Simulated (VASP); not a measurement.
# KCl (Fm-3m) in VASP: further runs, part 3 of 3

VASP 6.6.1.

### Step 5. Electric field gradients, LDA (31.12 Å³/atom)

This run uses another cell than the first one, of 31.12 Å³/atom.

INCAR

```
ALGO = Normal
EDIFF = 1E-8
ENCUT = 520
ISIF = 2
ISMEAR = -1
LASPH = True
LCHARG = False
LEFG = True
LREAL = False
LWAVE = False
NBANDS = 15
NELM = 60
PREC = Accurate
SIGMA = 0.03
```

KPOINTS

```
k-points
0
Gamma
  7 7 7
```

POSCAR

```
KCl
1.0
    0.0000000000      3.1455444028      3.1455444028
    3.1455444028      0.0000000000      3.1455444028
    3.1455444028      3.1455444028      0.0000000000
K Cl
1 1
Direct
    0.0000000000      0.0000000000      0.0000000000
    0.5000000000      0.5000000000      0.5000000000
```

Potentials or basis: VASP PAW LDA potentials, release 64 (K_sv, Cl).

Started as:

```
$ cat potpaw_LDA.64/K_sv/POTCAR potpaw_LDA.64/Cl/POTCAR > POTCAR
$ mpirun -np 1 vasp_std > vasp.out
```

OUTCAR:

```text
EDIFF = 1E-8
   ENCUT = 520
   ISIF = 2
   ISMEAR = -1
   LASPH = True
   LREAL = False
   NELM = 60
   PREC = Accurate

 ion  position               nearest neighbor table
   1  0.000  0.000  0.000-   2 3.15   2 3.15   2 3.15   2 3.15   2 3.15   2 3.15
   2  0.500  0.500  0.500-   1 3.15   1 3.15   1 3.15   1 3.15   1 3.15   1 3.15

  LATTYP: Found a face centered cubic cell.
 ALAT       =     6.2910888056

  Lattice vectors:

 A1 = (   0.0000000000,   3.1455444028,   3.1455444028)
 A2 = (   3.1455444028,   0.0000000000,   3.1455444028)
 A3 = (   3.1455444028,   3.1455444028,   0.0000000000)

[... 564 lines left out ...]
  free  energy   TOTEN  =        -7.3704384777 eV

  energy  without entropy=       -7.3704384777  energy(sigma->0) =       -7.37043848

 Electric field gradients (V/A^2)
---------------------------------------------------------------------
 ion       V_xx      V_yy      V_zz      V_xy      V_xz      V_yz
---------------------------------------------------------------------
   1      -0.000     0.000     0.000    -0.000    -0.000    -0.000
   2       0.000    -0.000     0.000    -0.000    -0.000    -0.000
---------------------------------------------------------------------

 Electric field gradients after diagonalization (V/A^2)
 (convention: |V_zz| > |V_xx| > |V_yy|)
----------------------------------------------------------------------
 ion       V_xx      V_yy      V_zz     asymmetry (V_yy - V_xx)/ V_zz
----------------------------------------------------------------------
   1       0.000     0.000    -0.000       0.000
   2       0.000     0.000    -0.001       0.000
----------------------------------------------------------------------

           NMR quadrupolar parameters

 Cq : quadrupolar parameter    Cq=e*Q*V_zz/h
 eta: asymmetry parameters     (V_yy - V_xx)/ V_zz
 Q  : nuclear electric quadrupole moment in mb (millibarn)
----------------------------------------------------------------------
 ion       Cq(MHz)       eta       Q (mb)
----------------------------------------------------------------------
   1      -0.000       0.000       1.000
   2      -0.000       0.000       1.000
----------------------------------------------------------------------
```

It took 35 s on 1 thread of Intel Xeon 8259CL, shared host; peak memory 0.18 GiB.

What came out:

* Free energy: -7.3704 eV
* Pressure: -1.9 GPa
* Band gap on the k mesh: 4.75 eV
* Largest electric field gradient by atom: zero within the noise of the run

Caveat: an odd mesh through Γ misses points on the zone boundary, where band edges can lie.

### Step 6. Electric field gradients, LDA

This run uses another cell than the first one, of 31.44 Å³/atom.

INCAR

```
  ALGO = Normal
  EDIFF = 1E-8
  ENCUT = 520
  ISIF = 2
  ISMEAR = -1
  LASPH = True
  LCHARG = False
  LEFG = True
  LREAL = False
  LWAVE = False
  NBANDS = 15
  NELM = 80
  PREC = Accurate
  SIGMA = 0.03
```

KPOINTS is that of step 5.

POSCAR

```
KCl
1.0
    0.0000000000      3.1561000000      3.1561000000
    3.1561000000      0.0000000000      3.1561000000
    3.1561000000      3.1561000000      0.0000000000
K Cl
1 1
Direct
    0.0000000000      0.0000000000      0.0000000000
    0.5000000000      0.5000000000      0.5000000000
```

Potentials or basis: VASP PAW LDA potentials, release 64 (K_sv, Cl).

Started as:

```
$ cat potpaw_LDA.64/K_sv/POTCAR potpaw_LDA.64/Cl/POTCAR > POTCAR
$ mpirun -np 1 vasp_std > vasp.out
```

OUTCAR:

```text
EDIFF = 1E-8
   ENCUT = 520
   ISIF = 2
   ISMEAR = -1
   LASPH = True
   LREAL = False
   NELM = 80
   PREC = Accurate

 ion  position               nearest neighbor table
   1  0.000  0.000  0.000-   2 3.16   2 3.16   2 3.16   2 3.16   2 3.16   2 3.16
   2  0.500  0.500  0.500-   1 3.16   1 3.16   1 3.16   1 3.16   1 3.16   1 3.16

  LATTYP: Found a face centered cubic cell.
 ALAT       =     6.3122000000

  Lattice vectors:

 A1 = (   0.0000000000,   3.1561000000,   3.1561000000)
 A2 = (   3.1561000000,   0.0000000000,   3.1561000000)
 A3 = (   3.1561000000,   3.1561000000,   0.0000000000)

Analysis of symmetry for initial positions (statically):
=====================================================================
 Subroutine PRICEL returns:
 Original cell was already a primitive cell.

 Routine SETGRP: Setting up the symmetry group for a
 face centered cubic supercell.

 Subroutine GETGRP returns: Found 48 space group operations
 (whereof 48 operations were pure point group operations)
[... 542 lines left out ...]
     3.156100000  0.000000000  3.156100000     0.158423371 -0.158423371  0.158423371
     3.156100000  3.156100000  0.000000000     0.158423371  0.158423371 -0.158423371

 POSITION                                       TOTAL-FORCE (eV/Angst)
 -----------------------------------------------------------------------------------
      0.00000      0.00000      0.00000         0.000000      0.000000      0.000000
      3.15610      3.15610      3.15610        -0.000000     -0.000000     -0.000000
 -----------------------------------------------------------------------------------
    total drift:                                0.000000      0.000000      0.000000

  FREE ENERGIE OF THE ION-ELECTRON SYSTEM (eV)
  ---------------------------------------------------
  free  energy   TOTEN  =        -7.3628559291 eV

  energy  without entropy=       -7.3628559291  energy(sigma->0) =       -7.36285593

 Electric field gradients (V/A^2)
---------------------------------------------------------------------
 ion       V_xx      V_yy      V_zz      V_xy      V_xz      V_yz
---------------------------------------------------------------------
   1      -0.000     0.000     0.000    -0.000    -0.000    -0.000
   2       0.000     0.000     0.000    -0.000    -0.000    -0.000
---------------------------------------------------------------------

 Electric field gradients after diagonalization (V/A^2)
 (convention: |V_zz| > |V_xx| > |V_yy|)
----------------------------------------------------------------------
 ion       V_xx      V_yy      V_zz     asymmetry (V_yy - V_xx)/ V_zz
----------------------------------------------------------------------
   1       0.000     0.000    -0.001       0.000
   2       0.000     0.000    -0.000       0.000
----------------------------------------------------------------------

           NMR quadrupolar parameters

 Cq : quadrupolar parameter    Cq=e*Q*V_zz/h
 eta: asymmetry parameters     (V_yy - V_xx)/ V_zz
 Q  : nuclear electric quadrupole moment in mb (millibarn)
----------------------------------------------------------------------
 ion       Cq(MHz)       eta       Q (mb)
----------------------------------------------------------------------
   1      -0.000       0.000       1.000
   2      -0.000       0.000       1.000
----------------------------------------------------------------------
```

stdout:

```text
POSCAR found type information on POSCAR K Cl
 POSCAR found :  2 types and       2 ions
 scaLAPACK will be used
 LDA part: xc-table for (Slater(with rela. corr.)+CA(PZ))
 , standard interpolation
 POSCAR, INCAR and KPOINTS ok, starting setup
 FFT: planning ... GRIDC
 FFT: planning ... GRID_SOFT
 FFT: planning ... GRID
 WAVECAR not read
 entering main loop
ion   1

ion   2
```

Wall time 37 s (1 thread of Intel Xeon 8259CL, shared host); peak memory 0.18 GiB.

What came out:

```yaml
Free_energy: -7.3629 eV
Pressure: -2.0 GPa
Band_gap_on_the_k_mesh: 4.72 eV
Largest_electric_field_gradient_by_atom: zero within the noise of the run
```

Levels at points of the mesh, in eV from the valence-band top:
```tsv
k point	band 6	band 7	band 8	band 9	band 10	band 11
(0.00, 0.00, 0.00)	0.00	0.00	0.00	4.72	8.08	8.08
```

Caveat: an odd mesh through Γ misses points on the zone boundary, where band edges can lie. A hybrid or GW would open this gap; LDA tends to underestimate it.

### Step 7. Overview

```tsv
cell	gap on the mesh (eV)	pressure (GPa)
a = 4.478 Å, angles 60.0°, 2 atoms	4.69	-2.2
a = 4.448 Å, angles 60.0°, 2 atoms	4.75	-1.9
a = 4.463 Å, angles 60.0°, 2 atoms	4.72	-2.0
```

Alike in all rows: task electric field gradients; level LDA; potentials or basis VASP PAW LDA potentials, release 64 (K_sv, Cl); no spin polarisation; k mesh 7 × 7 × 7; cutoff (eV) 520; smearing fermi-dirac 0.03 eV.

Caveats: an odd mesh through Γ misses points on the zone boundary, where band edges can lie.

Total energies depend on the potentials used, so only differences within one code and one set of settings carry meaning.
